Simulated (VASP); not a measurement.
A run of VASP 6.6.1:

File INCAR:

```
SYSTEM = Na
PREC = Accurate ; ENCUT = 520
EDIFF = 1E-6 ; ISMEAR = -1
SIGMA = 0.1 ; LREAL = .FALSE.
LASPH = .TRUE. ; NELM = 60
ALGO = Normal ; ISIF = 2
LWAVE = .FALSE. ; LCHARG = .FALSE.
GGA = CA ; NBANDS = 10
```

File KPOINTS:

```
regular mesh
0
G
  17 17 17
  0 0 0
```

Contents of POSCAR:

```
Na
1.0
    0.0000000000      2.5584005384      2.5584005384
    2.5584005384      0.0000000000      2.5584005384
    2.5584005384      2.5584005384      0.0000000000
Na
1
Direct
    0.0000000000      0.0000000000      0.0000000000
```

Potentials or basis: VASP PAW LDA potentials, release 64 (Na_pv).

Run with:

```sh
$ cat potpaw_LDA.64/Na_pv/POTCAR > POTCAR
$ mpirun -np 1 vasp_std > vasp.out
```

Hardware: 1 thread of Intel(R) Xeon(R) 6975P-C (Granite Rapids), with other jobs on the host.

**Question.** Estimate the wall time of this run.

**Answer.** Run time: 17 s on 1 thread of Intel(R) Xeon(R) 6975P-C (Granite Rapids), with other jobs on the host, peak memory 0.16 GiB. Counts: scf iterations 9, k points 165.
